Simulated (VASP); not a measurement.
# CdSe (Fm-3m) in VASP: settings compared

Aim: see how the results for CdSe move with the level of theory and the settings. Levels: PBE0, PBEsol-based global hybrid with 25 % exact exchange. Tasks: single point, relaxation of cell and atoms.

All numbers are computed with VASP 6.6.1; they aren't measurements. Logs are shortened: lines on timing, memory, paths and dates and some standing lists are left out, and cuts for length are marked.

## (1) The cell of the first run

It takes space group Fm-3m (No. 225, cubic). Conventional cell: a = 5.861 Å, b = 5.861 Å, c = 5.861 Å, α = 90.00°, β = 90.00°, γ = 90.00°. Within 3.9 Å of Cd (site symmetry m-3m) lie 6 Se at 2.93 Å. Within 3.9 Å of Se (site symmetry m-3m) lie 6 Cd at 2.93 Å.

## (2) Single point, PBE0

Contents of POSCAR:

```
CdSe
1.0
    0.0000000000      2.9303244279      2.9303244279
    2.9303244279      0.0000000000      2.9303244279
    2.9303244279      2.9303244279      0.0000000000
Cd Se
1 1
Direct
    0.0000000000      0.0000000000      0.0000000000
    0.5000000000      0.5000000000      0.5000000000
```

Contents of INCAR.step1:

```
SYSTEM = CdSe
PREC     = Accurate       ! precision mode
ENCUT    = 520            ! plane-wave cutoff, eV
EDIFF    = 1E-5           ! SCF threshold, eV
ISMEAR   = -1             ! smearing method
SIGMA    = 0.05           ! smearing width, eV
LREAL    = .FALSE.        ! projectors in reciprocal space
LASPH    = .TRUE.         ! aspherical terms in the spheres
NELM     = 100            ! most SCF steps
ALGO     = Normal         ! electronic algorithm
ISIF     = 2              ! what is computed and relaxed
LWAVE    = .TRUE.         ! write WAVECAR
LCHARG   = .FALSE.        ! write CHGCAR
NBANDS   = 16             ! bands
GGA      = PE             ! functional
```

Contents of INCAR.step2:

```
SYSTEM = CdSe
PREC     = Accurate       ! precision mode
ENCUT    = 520            ! plane-wave cutoff, eV
EDIFF    = 1E-7           ! SCF threshold, eV
ISMEAR   = -1             ! smearing method
SIGMA    = 0.05           ! smearing width, eV
LREAL    = .FALSE.        ! projectors in reciprocal space
LASPH    = .TRUE.         ! aspherical terms in the spheres
NELM     = 100            ! most SCF steps
ALGO     = Normal         ! electronic algorithm
ISIF     = 2              ! what is computed and relaxed
LWAVE    = .FALSE.        ! write WAVECAR
LCHARG   = .FALSE.        ! write CHGCAR
GGA      = PE             ! functional
LHFCALC  = .TRUE.         ! exact exchange
AEXX     = 0.25           ! exact-exchange fraction
PRECFOCK = Normal       
NBANDS   = 16             ! bands
ISTART   = 1
```

Contents of KPOINTS:

```
Automatic mesh
0
G
  4 4 4
  0 0 0
```

Potentials or basis: VASP PAW PBE potentials, release 64 (Cd, Se).

Started as:

```bash
$ cat potpaw_PBE.64/Cd/POTCAR potpaw_PBE.64/Se/POTCAR > POTCAR
$ cp INCAR.step1 INCAR
$ mpirun -np 1 vasp_std > vasp.out
$ cp INCAR.step2 INCAR
$ mpirun -np 1 vasp_std > vasp.out
```

OUTCAR:

```text
SYSTEM = CdSe
   PREC = Accurate
   ENCUT = 520
   EDIFF = 1E-7
   ISMEAR = -1
   LREAL = .FALSE.
   LASPH = .TRUE.
   NELM = 100
   ISIF = 2
   GGA = PE
   LHFCALC = .TRUE.
   AEXX = 0.25
   PRECFOCK = Normal
   ISTART = 1

 ion  position               nearest neighbor table
   1  0.000  0.000  0.000-   2 2.93   2 2.93   2 2.93   2 2.93   2 2.93   2 2.93
   2  0.500  0.500  0.500-   1 2.93   1 2.93   1 2.93   1 2.93   1 2.93   1 2.93

  LATTYP: Found a face centered cubic cell.
 ALAT       =     5.8606488558

  Lattice vectors:

 A1 = (   0.0000000000,   2.9303244279,   2.9303244279)
 A2 = (   2.9303244279,   0.0000000000,   2.9303244279)
 A3 = (   2.9303244279,   2.9303244279,   0.0000000000)

Analysis of symmetry for initial positions (statically):
=====================================================================
 Subroutine PRICEL returns:
 Original cell was already a primitive cell.

 Routine SETGRP: Setting up the symmetry group for a
 face centered cubic supercell.

 Subroutine GETGRP returns: Found 48 space group operations
 (whereof 48 operations were pure point group operations)
 out of a pool of 48 trial point group operations.

The static configuration has the point symmetry O_h .

Analysis of symmetry for dynamics (positions and initial velocities):
=====================================================================
 Subroutine PRICEL returns:
 Original cell was already a primitive cell.

 Routine SETGRP: Setting up the symmetry group for a
 face centered cubic supercell.

 Subroutine GETGRP returns: Found 48 space group operations
 (whereof 48 operations were pure point group operations)
 out of a pool of 48 trial point group operations.

The dynamic configuration has the point symmetry O_h .

 Subroutine INISYM returns: Found 48 space group operations
 (whereof 48 operations are pure point group operations),
 and found     1 'primitive' translations

----------------------------------------------------------------------------------------

                                     Primitive cell

  volume of cell :      50.3242

  direct lattice vectors                    reciprocal lattice vectors
     0.000000000  2.930324428  2.930324428    -0.170629571  0.170629571  0.170629571
     2.930324428  0.000000000  2.930324428     0.170629571 -0.170629571  0.170629571
     2.930324428  2.930324428  0.000000000     0.170629571  0.170629571 -0.170629571

  length of vectors
     4.144104548  4.144104548  4.144104548     0.295539086  0.295539086  0.295539086

  position of ions in fractional coordinates (direct lattice)
     0.000000000  0.000000000  0.000000000
     0.500000000  0.500000000  0.500000000

  ion indices of the primitive-cell ions
   primitive index   ion index
                 1           1
                 2           2

----------------------------------------------------------------------------------------

 KPOINTS: Automatic mesh

Automatic generation of k-mesh.
 Grid dimensions read from file:
 generate k-points for:    4    4    4

 Generating k-lattice:

  Cartesian coordinates                     Fractional coordinates (reciprocal lattice)
    -0.042657393  0.042657393  0.042657393     0.250000000  0.000000000  0.000000000
     0.042657393 -0.042657393  0.042657393     0.000000000  0.250000000  0.000000000
     0.042657393  0.042657393 -0.042657393     0.000000000  0.000000000  0.250000000

  Length of vectors
     0.073884772  0.073884772  0.073884772

  Shift w.r.t. Gamma in fractional coordinates (k-lattice)
     0.000000000  0.000000000  0.000000000

 Subroutine IBZKPT returns following result:
 ===========================================

 Found      8 irreducible k-points:

 Following reciprocal coordinates:
            Coordinates               Weight
  0.000000  0.000000  0.000000      1.000000
  0.250000  0.000000  0.000000      8.000000
  0.500000  0.000000  0.000000      4.000000
  0.250000  0.250000  0.000000      6.000000
  0.500000  0.250000  0.000000     24.000000
 -0.250000  0.250000  0.000000     12.000000
  0.500000  0.500000  0.000000      3.000000
 -0.250000  0.500000  0.250000      6.000000
   k-points           NKPTS =      8   k-points in BZ     NKDIM =     64   number of bands    NBANDS=     16
   number of dos      NEDOS =    301   number of ions     NIONS =      2
   total plane-waves  NPLWV =  32768
   dimension x,y,z NGX =    32 NGY =   32 NGZ =   32
   dimension x,y,z NGXF=    64 NGYF=   64 NGZF=   64
   ions per type =               1   1
   NGX,Y,Z   is equivalent  to a cutoff of  12.84, 12.84, 12.84 a.u.
   NGXF,Y,Z  is equivalent  to a cutoff of  25.67, 25.67, 25.67 a.u.
 SYSTEM =  CdSe
   PREC   = accura    normal or accurate (medium, high low for compatibility)
   ISTART =      1    job   : 0-new  1-cont  2-samecut
   ICHARG =      0    charge: 1-file 2-atom 10-const
   ISPIN  =      1    spin polarized calculation?
   LNONCOLLINEAR =      F non collinear calculations
   LSORBIT =      F    spin-orbit coupling
   LASPH  =      T    aspherical Exc in radial PAW
   ENCUT  =  520.0 eV  38.22 Ry    6.18 a.u.   7.71  7.71  7.71*2*pi/ulx,y,z
   NELM   =    100;   NELMIN=  2; NELMDL=  0     # of ELM steps
   EDIFF  = 0.1E-06   stopping-criterion for ELM
   LREAL  =      F    real-space projection
   EDIFFG = 0.1E-05   stopping-criterion for IOM
   NSW    =      0    number of steps for IOM
   IBRION =     -1    ionic relax: 0-MD 1-quasi-New 2-CG
   NFREE  =      0    steps in history (QN), initial steepest desc. (CG)
   ISIF   =      2    stress and relaxation
   ISYM   =      3    0-nonsym 1-usesym 2-fastsym
   POTIM  = 0.5000    time-step for ionic-motion
   TEBEG  =    0.0;   TEEND  =   0.0 temperature during run
   PSTRESS=    0.0 pullay stress
   NELECT =      18.0000    total number of electrons
   NUPDOWN=      -1.0000    fix difference up-down
   EMIN   =  10.00;   EMAX   =-10.00  energy-range for DOS
   EFERMI =   0.00;   METHOD = LEGACY
   ISMEAR =    -1;   SIGMA  =   0.05  broadening in eV -4-tet -1-fermi 0-gaus
   EFERMI_NEDOS =   21; number of points for ismear=-14 and -15
   IALGO  =     38    algorithm
   IMIX   =      1    mixing-type and parameters
     AMIX     =   0.40;   BMIX     =  1.00
     AMIX_MAG =   1.60;   BMIX_MAG =  1.00
  volume/ion in A,a.u.               =      25.16       169.80
  Fermi-wavevector in a.u.,A,eV,Ry     =   1.162091  2.196033 18.374048  1.350454
  Thomas-Fermi vector in A             =   2.298655
   LORBIT       =      0    0 simple, 1 ext, 2 COOP (PROOUT), +10 PAW based schemes
   GGA     = PE    functional components
   LHFCALC =     T    Hartree Fock is set to
   PRECFOCK=normal    Normal, Fast or Accurate (Low or Medium for compatibility)
   ENCUT4O =  -1.0   cutoff for four orbital integrals eV
   NKREDX  =     1    reduce k-point grid by
   NKREDY  =     1    reduce k-point grid by
   NKREDZ  =     1    reduce k-point grid by
   AEXX    =    0.2500 exact exchange contribution
   HFSCREEN=    0.0000 screening length (either q_TF or 0.3 A-1)
   HFSCREENC=   0.0000 screening length for correlation (either q_TF or 0.3 A-1)
   ENCUTFOCK=  -1.0 apply spherical cutoff to Coloumb kernel
   IVDW    =     0    specifies the selected vdW correction
   LEPSILON=     F    determine dielectric tensor
   LRPA    =     F    only Hartree local field effects (RPA)
 non-spin polarized calculation
  energy-cutoff  :      520.00
  volume of cell :       50.32
 maximum number of plane-waves:      1363
 NGX is ok and might be reduce to    32
  NGX = 24; NGY = 24; NGZ = 24

 number of electron      18.0000007 magnetization

 Free energy of the ion-electron system (eV)
  ---------------------------------------------------
  ext. energy  EPLUGINS =         0.00000000
  ---------------------------------------------------
  free energy    TOTEN  =        -6.96823393 eV

  energy without entropy =       -6.96823003  energy(sigma->0) =       -6.96823198

 E-fermi :   1.3972     XC(G=0):  -7.6744

 val. band max:        0.8270858716   @ k =   0.5000   0.0000   0.0000
 cond. band min:       1.9106993363   @ k =   0.5000   0.5000   0.0000
 fundamental gap:      1.0836134647
 Fermi energy:         1.3971843295

 k-point     1 :       0.0000    0.0000    0.0000
  band No.  band energies     occupation
      1     -12.8398      2.00000
      2      -8.4190      2.00000
      3      -8.4190      2.00000
      4      -8.3880      2.00000
      5      -8.3880      2.00000
      6      -8.3880      2.00000
[... 8 lines left out ...]
     15      12.3882      0.00000
     16      12.3882      0.00000

 k-point     2 :       0.2500    0.0000    0.0000
  band No.  band energies     occupation
      1     -12.4373      2.00000
      2      -8.5019      2.00000
      3      -8.5019      2.00000
      4      -8.4125      2.00000
      5      -8.3362      2.00000
      6      -8.3362      2.00000
[... 8 lines left out ...]
     15      12.7750      0.00000
     16      12.7750      0.00000

 k-point     3 :       0.5000    0.0000    0.0000
  band No.  band energies     occupation
      1     -11.9430      2.00000
      2      -8.5858      2.00000
      3      -8.5858      2.00000
      4      -8.4673      2.00000
      5      -8.2805      2.00000
      6      -8.2805      2.00000
[... 8 lines left out ...]
     15      15.5674      0.00000
     16      15.5674      0.00000

 k-point     4 :       0.2500    0.2500    0.0000
  band No.  band energies     occupation
      1     -12.3903      2.00000
      2      -8.4409      2.00000
      3      -8.4279      2.00000
      4      -8.3891      2.00000
      5      -8.3235      2.00000
      6      -8.3235      2.00000
[... 8 lines left out ...]
     15      15.0889      0.00000
     16      15.8857      0.00000

 k-point     5 :       0.5000    0.2500    0.0000
  band No.  band energies     occupation
      1     -12.0379      2.00000
      2      -8.4728      2.00000
      3      -8.4305      2.00000
      4      -8.3381      2.00000
      5      -8.2650      2.00000
      6      -8.1600      2.00000
[... 8 lines left out ...]
     15      16.0800      0.00000
     16      16.3576      0.00000

 k-point     6 :      -0.2500    0.2500    0.0000
  band No.  band energies     occupation
      1     -12.0789      2.00000
      2      -8.5548      2.00000
      3      -8.4574      2.00000
      4      -8.3861      2.00000
      5      -8.3080      2.00000
      6      -8.2313      2.00000
[... 8 lines left out ...]
     15      15.1046      0.00000
     16      15.4054      0.00000

 k-point     7 :       0.5000    0.5000    0.0000
  band No.  band energies     occupation
      1     -12.1174      2.00000
      2      -8.4680      2.00000
      3      -8.3590      2.00000
      4      -8.2392      2.00000
      5      -8.2392      2.00000
      6      -7.7423      2.00000
[... 8 lines left out ...]
     15      16.9322      0.00000
     16      17.5974      0.00000

 k-point     8 :      -0.2500    0.5000    0.2500
  band No.  band energies     occupation
      1     -12.0016      2.00000
      2      -8.4893      2.00000
      3      -8.3724      2.00000
      4      -8.3724      2.00000
      5      -8.2392      2.00000
      6      -7.8816      2.00000
[... 8 lines left out ...]
     15      14.5119      0.00000
     16      17.6146      0.00000

------------------------ aborting loop because EDIFF is reached ----------------------------------------

  FORCE on cell =-STRESS in cart. coord.  units (eV):
  Direction    XX          YY          ZZ          XY          YZ          ZX
  --------------------------------------------------------------------------------------
  -------------------------------------------------------------------------------------
  Total       -1.4979974     -1.4979974     -1.4979974      0.0000000     -0.0000000      0.0000000
  in kB      -47.6918898    -47.6918898    -47.6918898      0.0000000     -0.0000000      0.0000000
  external PRESSURE =     -47.6918898 kB  Pullay stress =       0.0000000 kB

 VOLUME and BASIS-vectors are now :
 -----------------------------------------------------------------------------
  energy-cutoff  :      520.00
  volume of cell :       50.32
      direct lattice vectors                 reciprocal lattice vectors
     0.000000000  2.930324428  2.930324428    -0.170629571  0.170629571  0.170629571
     2.930324428  0.000000000  2.930324428     0.170629571 -0.170629571  0.170629571
     2.930324428  2.930324428  0.000000000     0.170629571  0.170629571 -0.170629571

 POSITION                                       TOTAL-FORCE (eV/Angst)
 -----------------------------------------------------------------------------------
      0.00000      0.00000      0.00000         0.000000     -0.000000      0.000000
      2.93032      2.93032      2.93032        -0.000000      0.000000     -0.000000
 -----------------------------------------------------------------------------------
    total drift:                               -0.000000      0.000000     -0.000000

  FREE ENERGIE OF THE ION-ELECTRON SYSTEM (eV)
  ---------------------------------------------------
  free  energy   TOTEN  =        -6.9682339318 eV

  energy  without entropy=       -6.9682300289  energy(sigma->0) =       -6.96823198
```

It took 10 min on 1 thread of AMD EPYC 7R43 (Zen 3), shared host; peak memory 0.15 GiB.

What came out:

```yaml
Free_energy: -6.9682 eV
Pressure: -4.8 GPa
Band_gap_on_the_k_mesh: 1.08 eV (least direct gap 1.93 eV)
```

Caveat: the k points lie up to 0.46 Å⁻¹ apart; the PAW data sets were made with another functional, which shifts forces and pressure a little. A k mesh can miss the band edges.

(Part 1 of 2 ends here.)
